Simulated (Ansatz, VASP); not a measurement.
## One calculation of SiW4, two programs

Contents of INCAR:

```
SYSTEM = SiW4
  PREC = Accurate
  ENCUT = 520
  EDIFF = 1E-6
  ISMEAR = 0
  SIGMA = 0.1
  LREAL = .FALSE.
  LASPH = .TRUE.
  NELM = 60
  ALGO = Normal
  ISIF = 2
  LWAVE = .FALSE.
  LCHARG = .FALSE.
  GGA = PE
  NBANDS = 38
```

The input KPOINTS:

```
Automatic mesh
0
G
  4 4 6
  0 0 0
```

POSCAR

```
SiW4
1.0
    3.4360286800     -3.6080686000      0.0000000000
    3.4360286800      3.6080686000      0.0000000000
    0.0000000000      0.0000000000      3.0854488800
Si W
1 4
Direct
    0.0000000000      0.0000000000      0.0000000000
    0.8105999900      0.1894000100      0.5000000000
    0.1894000100      0.8105999900      0.5000000000
    0.2852000000      0.2852000000      0.0000000000
    0.7148000000      0.7148000000      0.0000000000
```

Input for Ansatz:

```yaml
crystal:
  lattice:
    - [3.43602868, -3.6080686, 0.0]
    - [3.43602868, 3.6080686, 0.0]
    - [0.0, 0.0, 3.08544888]
  atoms:
    - { symbol: Si, position: [0.0, 0.0, 0.0] }
    - { symbol: W, position: [0.81059999, 0.18940001, 0.5] }
    - { symbol: W, position: [0.18940001, 0.81059999, 0.5] }
    - { symbol: W, position: [0.2852, 0.2852, 0.0] }
    - { symbol: W, position: [0.7148, 0.7148, 0.0] }
basis:
  ecutwfc: 420
kpoints:
  mp_grid: { grid: [4, 4, 6] }
hamiltonian:
  xc: pbe
scf:
  occupations: { method: gaussian, width: 0.1 }
  lower_state_search: "off"
output:
  forces: true
  stress: true
  eigenvalues: true
```

Change from the starting cell: species swapped into the OsCl4 type (Cmmm, No. 65).

Alike in both runs: task single point; functional PBE; k mesh 4 × 4 × 6; occupations gaussian, width 0.1 eV; no spin polarisation.

|  | VASP | Ansatz |
| --- | --- | --- |
| version | VASP 6.6.1 | Ansatz 0.2.0 |
| potentials or method | VASP PAW PBE potentials, release 64 (Si, W_sv), cutoff 520 eV | scalar-relativistic, plane waves, PAW |
| valence electrons in the cell | 60 | 60 |

```tsv
	VASP	Ansatz	Ansatz less VASP
gap on the k mesh at the Fermi level (eV)	none	none	-
rms of the force components (eV/Å)	6.760	6.707	-0.0537
```

Atom by atom the forces differ by 0.054 eV/Å (rms over components). A gap of «none» marks a metal or a gap that the smearing closes. With one functional, cell and mesh, what is left measures potentials, basis and numerics.

Spin-orbit coupling is off throughout.
